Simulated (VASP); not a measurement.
A run of VASP 6.6.1:

The input INCAR:

```
PREC = Accurate
ENCUT = 520
EDIFF = 1E-7
ISMEAR = 0
SIGMA = 0.01
LREAL = False
LASPH = True
NELM = 80
ALGO = Normal
ISIF = 2
LWAVE = False
LCHARG = False
GGA = PE
NBANDS = 16
```

KPOINTS

```
regular mesh
0
Gamma
  12 12 4
```

The input POSCAR:

```
SiC
1.0
    2.9476814961      0.0000000000      0.0000000000
   -1.4738407480      2.5527669217      0.0000000000
    0.0000000000      0.0000000000      4.8374174877
Si C
2 2
Direct
    0.3333333333      0.6666666667      0.0000000000
    0.6666666667      0.3333333333      0.5000000000
    0.3333333333      0.6666666667      0.3850000000
    0.6666666667      0.3333333333      0.8850000000
```

Potentials or basis: VASP PAW PBE potentials, release 64 (Si, C).

Launch:

```sh
$ cat potpaw_PBE.64/Si/POTCAR potpaw_PBE.64/C/POTCAR > POTCAR
$ mpirun -np 1 vasp_std > vasp.out
```

Hardware: 1 thread of Intel(R) Xeon(R) Platinum 8488C (Sapphire Rapids), with other jobs on the host.

Q: How long does it take, and how much memory?

A: Run time: 14 s on 1 thread of Intel(R) Xeon(R) Platinum 8488C (Sapphire Rapids) (shared host), peak memory 0.15 GiB. Counts: scf iterations 14, k points 57.
